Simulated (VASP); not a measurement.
# AlNi (P4/mmm) in VASP: notebook

Runs on AlNi. Level: PBE. Tasks: relaxation of shape and atoms at fixed volume.

Everything below comes from runs of VASP 6.6.1. Logs are shortened: lines on timing, memory, paths and dates and some standing lists are left out, and cuts for length are marked.

### 1 The cell of the first run

It takes space group P4/mmm (No. 123, tetragonal). The conventional cell has a = 2.946 Å, b = 2.946 Å, c = 2.958 Å, α = 90.00°, β = 90.00°, γ = 90.00°. Within 3.4 Å of Al (site symmetry 4/mmm) lie 8 Ni at 2.55 Å and 6 Al at 2.95 to 2.96 Å. Within 3.4 Å of Ni (site symmetry 4/mmm) lie 8 Al at 2.55 Å and 6 Ni at 2.95 to 2.96 Å.

### 2 Relaxation of shape and atoms at fixed volume, PBE (12.83 Å³/atom)

INCAR reads:

```
ALGO = Fast ; EDIFF = 1E-7
EDIFFG = -0.01 ; ENCUT = 600
GGA = PE ; IBRION = 2
ISIF = 4 ; ISMEAR = 0
LASPH = True ; LCHARG = False
LREAL = False ; LWAVE = False
NELM = 60 ; NSW = 50
PREC = Accurate ; SIGMA = 0.1
```

KPOINTS reads:

```
k-points
0
Gamma
  16 16 14
```

POSCAR reads:

```
AlNi
1.0
    2.0828750729     -2.0828750729      0.0000000000
    2.0828750729      2.0828750729      0.0000000000
    0.0000000000      0.0000000000      2.9580412257
Al Ni
1 1
Direct
    0.0000000000      0.0000000000      0.0000000000
    0.5000000000      0.5000000000      0.5000000000
```

Potentials or basis: VASP PAW PBE potentials, release 64 (Al, Ni).

Started as:

```bash
$ cat potpaw_PBE.64/Al/POTCAR potpaw_PBE.64/Ni/POTCAR > POTCAR
$ mpirun -np 1 vasp_std > vasp.out
```

OUTCAR:

```text
EDIFF = 1E-7
   EDIFFG = -0.01
   ENCUT = 600
   GGA = PE
   IBRION = 2
   ISIF = 4
   ISMEAR = 0
   LASPH = True
   LREAL = False
   NELM = 60
   NSW = 50
   PREC = Accurate

 ion  position               nearest neighbor table
   1  0.000  0.000  0.000-   2 2.55   2 2.55   2 2.55   2 2.55   2 2.55   2 2.55   2 2.55   2 2.55

   2  0.500  0.500  0.500-   1 2.55   1 2.55   1 2.55   1 2.55   1 2.55   1 2.55   1 2.55   1 2.55

  LATTYP: Found a simple tetragonal cell.
 ALAT       =     2.9456301768
 C/A-ratio  =     1.0042133765

  Lattice vectors:

 A1 = (   2.0828750729,  -2.0828750729,   0.0000000000)
 A2 = (   2.0828750729,   2.0828750729,   0.0000000000)
 A3 = (   0.0000000000,   0.0000000000,   2.9580412257)

Analysis of symmetry for initial positions (statically):
=====================================================================
 Subroutine PRICEL returns:
 Original cell was already a primitive cell.

 Routine SETGRP: Setting up the symmetry group for a
 simple tetragonal supercell.

 Subroutine GETGRP returns: Found 16 space group operations
 (whereof 16 operations were pure point group operations)
 out of a pool of 16 trial point group operations.

The static configuration has the point symmetry D_4h.

Analysis of symmetry for dynamics (positions and initial velocities):
=====================================================================
 Subroutine PRICEL returns:
 Original cell was already a primitive cell.

 Routine SETGRP: Setting up the symmetry group for a
 simple tetragonal supercell.

 Subroutine GETGRP returns: Found 16 space group operations
 (whereof 16 operations were pure point group operations)
 out of a pool of 16 trial point group operations.

The dynamic configuration has the point symmetry D_4h.

 Subroutine INISYM returns: Found 16 space group operations
 (whereof 16 operations are pure point group operations),
 and found     1 'primitive' translations

----------------------------------------------------------------------------------------

                                     Primitive cell

  volume of cell :      25.6661

  direct lattice vectors                    reciprocal lattice vectors
     2.082875073 -2.082875073  0.000000000     0.240052803 -0.240052803  0.000000000
     2.082875073  2.082875073  0.000000000     0.240052803  0.240052803  0.000000000
     0.000000000  0.000000000  2.958041226     0.000000000  0.000000000  0.338061549

  length of vectors
     2.945630177  2.945630177  2.958041226     0.339485930  0.339485930  0.338061549

  position of ions in fractional coordinates (direct lattice)
     0.000000000  0.000000000  0.000000000
     0.500000000  0.500000000  0.500000000

  ion indices of the primitive-cell ions
   primitive index   ion index
                 1           1
                 2           2

----------------------------------------------------------------------------------------

 KPOINTS: k-points

Automatic generation of k-mesh.
 Grid dimensions read from file:
 generate k-points for:   16   16   14

 Generating k-lattice:

  Cartesian coordinates                     Fractional coordinates (reciprocal lattice)
     0.015003300 -0.015003300  0.000000000     0.062500000  0.000000000  0.000000000
     0.015003300  0.015003300  0.000000000     0.000000000  0.062500000  0.000000000
     0.000000000  0.000000000  0.024147254     0.000000000  0.000000000  0.071428571

  Length of vectors
     0.021217871  0.021217871  0.024147254

  Shift w.r.t. Gamma in fractional coordinates (k-lattice)
     0.000000000  0.000000000  0.000000000

 Subroutine IBZKPT returns following result:
 ===========================================

 Found    360 irreducible k-points:

 Following reciprocal coordinates:
            Coordinates               Weight
  0.000000  0.000000  0.000000      1.000000
  0.062500  0.000000  0.000000      4.000000
  0.125000  0.000000  0.000000      4.000000
  0.187500  0.000000  0.000000      4.000000
  0.250000  0.000000  0.000000      4.000000
  0.312500  0.000000  0.000000      4.000000
[... 16 lines left out ...]
  0.437500  0.125000  0.000000      8.000000
  0.500000  0.125000  0.000000      4.000000
 [... further k-points ...]
   k-points           NKPTS =    360   k-points in BZ     NKDIM =    360   number of bands    NBANDS=     10
   number of dos      NEDOS =    301   number of ions     NIONS =      2
   total plane-waves  NPLWV =  13824
   dimension x,y,z NGX =    24 NGY =   24 NGZ =   24
   dimension x,y,z NGXF=    48 NGYF=   48 NGZF=   48
   ions per type =               1   1
   NGX,Y,Z   is equivalent  to a cutoff of  13.55, 13.55, 13.49 a.u.
   NGXF,Y,Z  is equivalent  to a cutoff of  27.09, 27.09, 26.98 a.u.
 SYSTEM =  unknown system
   PREC   = accura    normal or accurate (medium, high low for compatibility)
   ISTART =      0    job   : 0-new  1-cont  2-samecut
   ICHARG =      2    charge: 1-file 2-atom 10-const
   ISPIN  =      1    spin polarized calculation?
   LNONCOLLINEAR =      F non collinear calculations
   LSORBIT =      F    spin-orbit coupling
   LASPH  =      T    aspherical Exc in radial PAW
   ENCUT  =  600.0 eV  44.10 Ry    6.64 a.u.   5.88  5.88  5.91*2*pi/ulx,y,z
   NELM   =     60;   NELMIN=  2; NELMDL= -5     # of ELM steps
   EDIFF  = 0.1E-06   stopping-criterion for ELM
   LREAL  =      F    real-space projection
   EDIFFG = -.1E-01   stopping-criterion for IOM
   NSW    =     50    number of steps for IOM
   IBRION =      2    ionic relax: 0-MD 1-quasi-New 2-CG
   NFREE  =      1    steps in history (QN), initial steepest desc. (CG)
   ISIF   =      4    stress and relaxation
   ISYM   =      2    0-nonsym 1-usesym 2-fastsym
   POTIM  = 0.5000    time-step for ionic-motion
   TEBEG  =    0.0;   TEEND  =   0.0 temperature during run
   PSTRESS=    0.0 pullay stress
   NELECT =      13.0000    total number of electrons
   NUPDOWN=      -1.0000    fix difference up-down
   EMIN   =  10.00;   EMAX   =-10.00  energy-range for DOS
   EFERMI =   0.00;   METHOD = LEGACY
   ISMEAR =     0;   SIGMA  =   0.10  broadening in eV -4-tet -1-fermi 0-gaus
   EFERMI_NEDOS =   21; number of points for ismear=-14 and -15
   IALGO  =     68    algorithm
   IMIX   =      4    mixing-type and parameters
     AMIX     =   0.40;   BMIX     =  1.00
     AMIX_MAG =   1.60;   BMIX_MAG =  1.00
  volume/ion in A,a.u.               =      12.83        86.60
  Fermi-wavevector in a.u.,A,eV,Ry     =   1.304976  2.466046 23.170196  1.702961
  Thomas-Fermi vector in A             =   2.435876
   LORBIT       =      0    0 simple, 1 ext, 2 COOP (PROOUT), +10 PAW based schemes
   GGA     = PE    functional components
   LHFCALC =     F    Hartree Fock is set to
   AEXX    =    0.0000 exact exchange contribution
   IVDW    =     0    specifies the selected vdW correction
   LEPSILON=     F    determine dielectric tensor
   LRPA    =     F    only Hartree local field effects (RPA)
 conjugate gradient relaxation of ions
 non-spin polarized calculation
 RMM-DIIS sequential band-by-band and
 Gauss-broadening in eV      SIGMA  =   0.10
  energy-cutoff  :      600.00
  volume of cell :       25.67
 maximum number of plane-waves:       876
 NGX is ok and might be reduce to    24
   NGX = 11   NGY = 11   NGZ = 11

 number of electron      12.9999992 magnetization

 Free energy of the ion-electron system (eV)
  ---------------------------------------------------
  ext. energy  EPLUGINS =         0.00000000
  ---------------------------------------------------
  free energy    TOTEN  =       -10.50217794 eV

  energy without entropy =      -10.49823995  energy(sigma->0) =      -10.50020894

 E-fermi :   9.1114     XC(G=0): -11.7127

 val. band max:        9.0999616220   @ k =   0.1875   0.1250   0.3571
 cond. band min:       9.1270838771   @ k =   0.3750   0.1250   0.2857
 fundamental gap:      0.0271222551
 Fermi energy:         9.1113610388

 k-point     1 :       0.0000    0.0000    0.0000
  band No.  band energies     occupation
      1      -1.5112      2.00000
      2       6.2199      2.00000
      3       6.2201      2.00000
      4       7.7184      2.00000
      5       7.7184      2.00000
      6       7.7262      2.00000
      7      14.2344      0.00000
      8      14.3766      0.00000
      9      14.3766      0.00000
     10      17.0039      0.00000

 k-point     2 :       0.0625    0.0000    0.0000
  band No.  band energies     occupation
      1      -1.4425      2.00000
      2       6.2146      2.00000
      3       6.2353      2.00000
      4       7.6891      2.00000
      5       7.6976      2.00000
      6       7.7214      2.00000
      7      13.6219      0.00000
      8      14.3256      0.00000
      9      14.4671      0.00000
     10      17.0196      0.00000

 k-point     3 :       0.1250    0.0000    0.0000
  band No.  band energies     occupation
      1      -1.2372      2.00000
      2       6.1845      2.00000
      3       6.2793      2.00000
      4       7.6083      2.00000
      5       7.6185      2.00000
      6       7.7300      2.00000
      7      12.2865      0.00000
      8      14.5929      0.00000
      9      14.7325      0.00000
     10      17.0441      0.00000
[... 248 lines left out ...]
 k-point    23 :       0.4375    0.1250    0.0000
  band No.  band energies     occupation
      1       1.9306      2.00000
      2       3.7814      2.00000
      3       6.6722      2.00000
      4       7.0454      2.00000
      5       7.1122      2.00000
      6       7.7047      2.00000
      7       8.5803      2.00000
      8      15.3586      0.00000
      9      17.2321      0.00000
     10      18.2624      0.00000

 k-point    24 :       0.5000    0.1250    0.0000
  band No.  band energies     occupation
      1       2.6606      2.00000
      2       3.0101      2.00000
      3       6.6998      2.00000
      4       7.0230      2.00000
      5       7.0913      2.00000
      6       7.7082      2.00000
      7       8.5212      2.00000
      8      15.8174      0.00000
      9      16.7692      0.00000
     10      19.1288      0.00000

 [... further k-points ...]

------------------------ aborting loop because EDIFF is reached ----------------------------------------

  FORCE on cell =-STRESS in cart. coord.  units (eV):
  Direction    XX          YY          ZZ          XY          YZ          ZX
  --------------------------------------------------------------------------------------
  -------------------------------------------------------------------------------------
  Total       -1.3205955     -1.3205955     -1.3181054      0.0000000     -0.0000000     -0.0000000
  in kB      -82.4365364    -82.4365364    -82.2810932      0.0000000     -0.0000000     -0.0000000
  external PRESSURE =     -82.3847220 kB  Pullay stress =       0.0000000 kB

 VOLUME and BASIS-vectors are now :
 -----------------------------------------------------------------------------
  energy-cutoff  :      600.00
  volume of cell :       25.67
      direct lattice vectors                 reciprocal lattice vectors
     2.082875073 -2.082875073  0.000000000     0.240052803 -0.240052803  0.000000000
     2.082875073  2.082875073  0.000000000     0.240052803  0.240052803  0.000000000
     0.000000000  0.000000000  2.958041226     0.000000000  0.000000000  0.338061549

 POSITION                                       TOTAL-FORCE (eV/Angst)
 -----------------------------------------------------------------------------------
      0.00000      0.00000      0.00000        -0.000000     -0.000000      0.000000
      2.08288      0.00000      1.47902         0.000000      0.000000      0.000000
 -----------------------------------------------------------------------------------
    total drift:                                0.000000     -0.000000     -0.000000

  FREE ENERGIE OF THE ION-ELECTRON SYSTEM (eV)
  ---------------------------------------------------
  free  energy   TOTEN  =       -10.5021779392 eV

  energy  without entropy=      -10.4982399459  energy(sigma->0) =      -10.50020894

 reached required accuracy - stopping structural energy minimisation
```

It took 1.9 min on 1 thread of Intel Xeon 8259CL, shared host; peak memory 0.25 GiB.

What came out:

- Free energy: -10.5022 eV
- Pressure after relaxing: -8.2 GPa
- Band gap on the k mesh: zero (an odd number of electrons rules out a gap without spin polarisation)

Final structure:
```xyz
2
Lattice="2.0829 -2.0829 0.0000 2.0829 2.0829 0.0000 0.0000 0.0000 2.9580" Properties=species:S:1:pos:R:3 pbc="T T T"
Al    0.0000    0.0000    0.0000
Ni    2.0829    0.0000    1.4790
```

Levels at points of the mesh, in eV from the Fermi level:
```tsv
k point	band 3	band 4	band 5	band 6	band 7	band 8	band 9	band 10
(0.00, 0.00, 0.00)	-2.89	-1.39	-1.39	-1.39	5.12	5.27	5.27	7.89
(0.50, 0.00, 0.00)	-2.46	-2.04	-2.03	-1.31	-0.59	8.20	9.61	9.76
(0.50, 0.50, 0.00)	-2.66	-2.66	-1.87	-1.87	-0.91	1.40	2.17	11.45
(0.00, 0.00, 0.50)	-2.47	-2.02	-2.02	-1.31	-0.61	8.20	9.72	9.73
(0.50, 0.00, 0.50)	-2.70	-2.68	-1.86	-1.86	-0.92	1.36	2.14	11.55
(0.50, 0.50, 0.50)	-3.74	-0.89	-0.88	2.07	2.08	2.08	3.09	4.15
```

### 3 Relaxation of shape and atoms at fixed volume, PBE (11.74 Å³/atom)

This run uses another cell than the first one, of 11.74 Å³/atom.

INCAR reads:

```
SYSTEM = AlNi
ALGO     = Fast           ! electronic algorithm
EDIFF    = 1E-6           ! SCF threshold, eV
EDIFFG   = -0.01          ! ionic threshold
ENCUT    = 600            ! plane-wave cutoff, eV
GGA      = PE             ! functional
IBRION   = 2              ! ionic algorithm
ISIF     = 4              ! what is computed and relaxed
ISMEAR   = 0              ! smearing method
LASPH    = .TRUE.         ! aspherical terms in the spheres
LCHARG   = .FALSE.        ! write CHGCAR
LREAL    = .FALSE.        ! projectors in reciprocal space
LWAVE    = .FALSE.        ! write WAVECAR
NELM     = 100            ! most SCF steps
NSW      = 50             ! ionic steps
PREC     = Accurate       ! precision mode
SIGMA    = 0.1            ! smearing width, eV
```

KPOINTS reads:

```
k-points
0
G
  16 16 14
  0 0 0
```

POSCAR reads:

```
AlNi
1.0
    2.0221711172     -2.0221767900      0.0000000000
    2.0221711172      2.0221767900      0.0000000000
    0.0000000000      0.0000000000      2.8718351850
Al Ni
1 1
Direct
    0.0000000000      0.0000000000      0.0000000000
    0.5000000000      0.5000000000      0.5000000000
```

Potentials or basis: VASP PAW PBE potentials, release 64 (Al, Ni).

Started as:

```bash
$ cat potpaw_PBE.64/Al/POTCAR potpaw_PBE.64/Ni/POTCAR > POTCAR
$ mpirun -np 1 vasp_std > vasp.out
```

Wall time 41 s (1 thread of Intel Xeon Platinum 8488C (Sapphire Rapids), shared host); peak memory 0.24 GiB.

Results (log left out):

| Item | Value |
| --- | --- |
| Free energy | -10.5295 eV |
| Pressure after relaxing | 5.0 GPa |
| Band gap on the k mesh | zero (an odd number of electrons rules out a gap without spin polarisation) |

Final structure:
```xyz
2
Lattice="2.0222 -2.0222 0.0000 2.0222 2.0222 0.0000 0.0000 0.0000 2.8718" Properties=species:S:1:pos:R:3 pbc="T T T"
Al    0.0000    0.0000    0.0000
Ni    2.0222    0.0000    1.4359
```

Levels at points of the mesh, in eV from the Fermi level:
```
           k point  band 3  band 4  band 5  band 6  band 7  band 8  band 9  band 10
(0.00, 0.00, 0.00)   -3.30   -1.57   -1.57   -1.56    5.49    5.64    5.64     8.18
(0.50, 0.00, 0.00)   -2.81   -2.30   -2.28   -1.47   -0.63    8.31   10.05    10.18
(0.50, 0.50, 0.00)   -2.90   -2.90   -2.12   -2.12   -1.02    1.56    2.59    12.42
(0.00, 0.00, 0.50)   -2.82   -2.27   -2.27   -1.47   -0.66    8.31   10.16    10.16
(0.50, 0.00, 0.50)   -2.94   -2.92   -2.11   -2.10   -1.02    1.52    2.56    12.52
(0.50, 0.50, 0.50)   -4.17   -0.99   -0.99    2.00    2.01    2.01    3.86     4.53
```

### 4 Relaxation of shape and atoms at fixed volume, PBE (12.47 Å³/atom)

This run uses another cell than the first one, of 12.47 Å³/atom.

INCAR reads:

```
SYSTEM = AlNi
ALGO = Fast
EDIFF = 1E-6
EDIFFG = -0.01
ENCUT = 600
GGA = PE
IBRION = 2
ISIF = 4
ISMEAR = 0
LASPH = .TRUE.
LCHARG = .FALSE.
LREAL = .FALSE.
LWAVE = .FALSE.
NELM = 60
NSW = 50
PREC = Accurate
SIGMA = 0.1
```

KPOINTS is that of step 3.

POSCAR reads:

```
AlNi
1.0
    2.0630340684     -2.0630398558      0.0000000000
    2.0630340684      2.0630398558      0.0000000000
    0.0000000000      0.0000000000      2.9298676927
Al Ni
1 1
Direct
    0.0000000000      0.0000000000      0.0000000000
    0.5000000000      0.5000000000      0.5000000000
```

Started as:

```bash
$ cat potpaw_PBE.64/Al/POTCAR potpaw_PBE.64/Ni/POTCAR > POTCAR
$ mpirun -np 1 vasp_std > vasp.out
```

Run time: 46 s. Hardware: 1 thread of Intel Xeon Platinum 8488C (Sapphire Rapids), shared host; peak memory 0.25 GiB.

It converged, with:

- Free energy: -10.5308 eV
- Pressure after relaxing: -4.9 GPa
- Band gap on the k mesh: zero (an odd number of electrons rules out a gap without spin polarisation)

Final structure:
```cif
data_structure
_symmetry_space_group_name_H-M 'P 1'
_symmetry_Int_Tables_number 1
_cell_length_a 2.9176
_cell_length_b 2.9176
_cell_length_c 2.9299
_cell_angle_alpha 90.000
_cell_angle_beta 90.000
_cell_angle_gamma 90.000
_cell_volume 24.94
loop_
_atom_site_label
_atom_site_type_symbol
_atom_site_fract_x
_atom_site_fract_y
_atom_site_fract_z
_atom_site_occupancy
Al1 Al 0.00000 0.00000 0.00000 1
Ni1 Ni 0.50000 0.50000 0.50000 1
```

Levels at points of the mesh, in eV from the Fermi level:
| k point | band 5 | band 6 | band 7 | band 8 | band 9 | band 10 |
| --- | --- | --- | --- | --- | --- | --- |
| (0.00, 0.00, 0.00) | -1.45 | -1.44 | 5.24 | 5.38 | 5.38 | 7.99 |
| (0.50, 0.00, 0.00) | -2.10 | -1.36 | -0.60 | 8.24 | 9.75 | 9.88 |
| (0.50, 0.50, 0.00) | -1.95 | -1.95 | -0.94 | 1.45 | 2.31 | 11.76 |
| (0.00, 0.00, 0.50) | -2.10 | -1.36 | -0.63 | 8.24 | 9.86 | 9.86 |
| (0.50, 0.00, 0.50) | -1.94 | -1.93 | -0.95 | 1.41 | 2.27 | 11.86 |
| (0.50, 0.50, 0.50) | -0.92 | 2.05 | 2.05 | 2.05 | 3.33 | 4.27 |

### 5 Summary

```tsv
cell	gap on the mesh (eV)	pressure (GPa)
relaxed from a = 2.946, b = 2.946, c = 2.958 Å, 2 atoms	none	-8.2
relaxed from a = 2.860, b = 2.860, c = 2.872 Å, 2 atoms	none	5.0
relaxed from a = 2.918, b = 2.918, c = 2.930 Å, 2 atoms	none	-4.9
```

Alike in all rows: task relaxation of shape and atoms at fixed volume; level PBE; potentials or basis VASP PAW PBE potentials, release 64 (Al, Ni); no spin polarisation; k mesh 16 × 16 × 14; cutoff (eV) 600; smearing gaussian 0.1 eV.

Total energies depend on the potentials used, so only differences within one code and one set of settings carry meaning.

The gap in the log of VASP goes by the Fermi energy; the results here count the filled bands.